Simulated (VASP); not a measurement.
Runs of VASP 6.6.1 on ZrH2. The structure is that of space group P6/mmm (No. 191), or close to it. The cells are those of the table. 

| task | cell | k mesh | cutoff (eV) | gap on the mesh (eV) | pressure (GPa) | relaxed volume (Å³/atom) |
| --- | --- | --- | --- | --- | --- | --- |
| single point | a = 3.136, b = 3.136, c = 2.911 Å, angles 90.0, 90.0, 120.0°, 3 atoms | 16 × 16 × 15 | 520 | none | 0.1 | - |
| relaxation of cell and atoms | relaxed from a = 3.030, b = 3.030, c = 3.333 Å, angles 90.0, 90.0, 120.0°, 3 atoms | 16 × 16 × 13 | 600 | none | 0.0 | 8.27 |
| single point | a = 3.135, b = 3.135, c = 2.910 Å, angles 90.0, 90.0, 120.0°, 3 atoms | 16 × 16 × 13 | 520 | none | 0.1 | - |
| relaxation of cell and atoms | relaxed from a = 3.135, b = 3.135, c = 2.910 Å, angles 90.0, 90.0, 120.0°, 3 atoms | 16 × 16 × 15 | 600 | none | 0.0 | (a) |

Alike in all rows: level LDA; potentials or basis VASP PAW LDA potentials, release 64 (Zr_sv, H); no spin polarisation; smearing fermi-dirac 0.1 eV.

Q: Fill in the values left out.

A: (a) 8.28.

A k mesh can miss the band edges, and the runs leave out spin-orbit coupling on Zr.

A gap of «none» marks levels without a gap at the run's occupations.
